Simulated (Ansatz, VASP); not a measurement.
# Two plane-wave programs on Mo

INCAR

```
SYSTEM = Mo
PREC = Accurate
ENCUT = 500
EDIFF = 1E-6
ISMEAR = 0
SIGMA = 0.1
LREAL = .False.
LASPH = .True.
NELM = 120
ALGO = Normal
ISIF = 2
LWAVE = .False.
LCHARG = .False.
GGA = PE
NBANDS = 13
GGA_COMPAT = .False.
```

KPOINTS

```
Automatic mesh
0
Gamma
  8 8 8
  0 0 0
```

The input POSCAR:

```
Mo
1.0
   -1.5370663450      1.5370663450      1.5370663450
    1.5370663450     -1.5370663450      1.5370663450
    1.5370663450      1.5370663450     -1.5370663450
Mo
1
Direct
    0.0000000000      0.0000000000      0.0000000000
```

Input for Ansatz:

```yaml
crystal:
  lattice:
    - [-1.537066345, 1.537066345, 1.537066345]
    - [1.537066345, -1.537066345, 1.537066345]
    - [1.537066345, 1.537066345, -1.537066345]
  atoms:
    - { symbol: Mo, position: [0.0, 0.0, 0.0] }
basis:
  ecutwfc: 420
kpoints:
  mp_grid: { grid: [8, 8, 8] }
hamiltonian:
  xc: pbe
scf:
  occupations: { method: gaussian, width: 0.1 }
output:
  forces: true
  stress: true
  eigenvalues: true
```

Alike in both runs: task single point; functional PBE; k mesh 8 × 8 × 8; occupations gaussian, width 0.1 eV; no spin polarisation.

|  | VASP | Ansatz |
| --- | --- | --- |
| version | VASP 6.6.1 | Ansatz 0.2.0 |
| potentials or method | VASP PAW PBE potentials, release 64 (Mo_sv), cutoff 500 eV | scalar-relativistic, plane waves, PAW |
| valence electrons in the cell | 14 | 14 |

Ansatz gave:

- gap on the k mesh at the Fermi level (eV): none
- pressure (GPa): 26.0

Which values does VASP return?

gap on the k mesh at the Fermi level (eV): none; pressure (GPa): 26.7.

A gap of «none» marks a metal or a gap that the smearing closes.

The k mesh is coarse, so the values compare programs but aren't converged.
